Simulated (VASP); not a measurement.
A run of VASP 6.6.1 is set up as follows.

INCAR

```
  PREC = Accurate
  ENCUT = 520
  EDIFF = 1E-7
  ISMEAR = 0
  SIGMA = 0.1
  LREAL = F
  LASPH = T
  NELM = 100
  ALGO = Normal
  ISIF = 2
  LWAVE = F
  LCHARG = F
  LDIPOL = T
  IDIPOL = 3
  DIPOL = 0.5 0.5 0.500
  GGA = PS
  IBRION = 2
  NSW = 90
  EDIFFG = -0.03
```

KPOINTS

```
Automatic mesh
0
Gamma
  12 12 1
```

The input POSCAR:

```
Al
1.0
    2.8362844918      0.0000000000      0.0000000000
   -1.4181422459      2.4562944222      0.0000000000
    0.0000000000      0.0000000000     37.9748362768
Al
10
Selective dynamics
Direct
    0.3333333333      0.6666666667      0.2238324331  F F F
    0.0000000000      0.0000000000      0.2852030035  F F F
    0.6666666667      0.3333333333      0.3465735739  F F F
    0.0000000000      0.0000000000      0.4079441444  F F F
    0.3333333333      0.6666666667      0.4693147148  F F F
    0.0000000000      0.0000000000      0.5306852852  T T T
    0.6666666667      0.3333333333      0.5920558556  T T T
    0.0000000000      0.0000000000      0.6534264261  T T T
    0.3333333333      0.6666666667      0.7147969965  T T T
    0.0000000000      0.0000000000      0.7761675669  T T T
```

Potentials or basis: VASP PAW PBE potentials, release 64 (Al).

The run is started by

```sh
$ cat potpaw_PBE.64/Al/POTCAR > POTCAR
$ mpirun -np 1 vasp_std > vasp.out
```

**Question.** Estimate the energy gained by relaxing.

**Answer.** 0.2 meV/atom.

Final structure:
```
Al
1.0
     2.83628    0.00000    0.00000
    -1.41814    2.45629    0.00000
     0.00000    0.00000   37.97484
Al
10
Cartesian
  0.0000 1.6375 8.5000
  0.0000 0.0000 10.8305
  1.4181 0.8188 13.1611
  0.0000 0.0000 15.4916
  0.0000 1.6375 17.8221
  0.0000 0.0000 20.1475
  1.4181 0.8188 22.4783
  -1.4181 2.4563 24.8179
  0.0000 1.6375 27.1281
  0.0000 0.0000 29.4857
```

Caveat: the highest band is partly filled, so the run has too few bands.
